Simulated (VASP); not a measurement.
A run of VASP 6.6.1 is set up as follows.

File INCAR:

```
SYSTEM = Nd3Si2I
ALGO = Normal ; EDIFF = 1E-6
ENCUT = 500 ; GGA = PE
GGA_COMPAT = .FALSE. ; ISIF = 2
ISMEAR = 0 ; LASPH = .TRUE.
LCHARG = .FALSE. ; LMAXMIX = 6
LREAL = .FALSE. ; LWAVE = .FALSE.
NBANDS = 33 ; NELM = 200
PREC = Accurate ; SIGMA = 0.15
```

KPOINTS

```
k-points
0
G
  4 4 2
  0 0 0
```

File POSCAR:

```
Nd3Si2I
1.0
    4.3103942457      0.0000000031      0.0000000000
   -2.1551971255      3.7329109156      0.0000000000
    0.0000000000      0.0000000000     11.2482526773
Nd Si I
3 2 1
Direct
    0.3333333333      0.6666666667      0.2094013680
    0.0000000000      0.0000000000      0.5000000000
    0.6666666667      0.3333333333      0.7905986320
    0.3333333333      0.6666666667      0.6577796018
    0.6666666667      0.3333333333      0.3422203982
    0.0000000000      0.0000000000      0.0000000000
```

Potentials or basis: VASP PAW PBE potentials, release 64 (Nd_3, Si, I), 4f in core.

Command:

```sh
$ cat potpaw_PBE.64/Nd_3/POTCAR potpaw_PBE.64/Si/POTCAR potpaw_PBE.64/I/POTCAR > POTCAR
$ mpirun -np 1 vasp_std > vasp.out
```

Problem. Estimate the pressure.

Solution. 0.2 GPa.

Problem. Predict the largest force.

Solution. 0.016 eV/Å.

Problem. What does it give for the band gap on the k mesh?

Solution. Zero (bands 24 and 25 overlap by 0.21 eV).

Forces in eV/Å, atoms in the order of the input:
```
Nd   0.000  0.000 -0.004
Nd   0.000  0.000  0.000
Nd   0.000  0.000  0.004
Si   0.000  0.000  0.016
Si   0.000  0.000 -0.016
I    0.000  0.000  0.000
```

Caveat: the k points lie up to 0.42 Å⁻¹ apart; spin-orbit coupling is left out, which moves the levels of the heavy elements; the 4f electrons are frozen in the core, so they carry no moment and show no levels; the run has no spin polarisation, though such a crystal can be magnetic. Spin polarisation is off, so any magnetic state and its effect on volume and gap are missing.
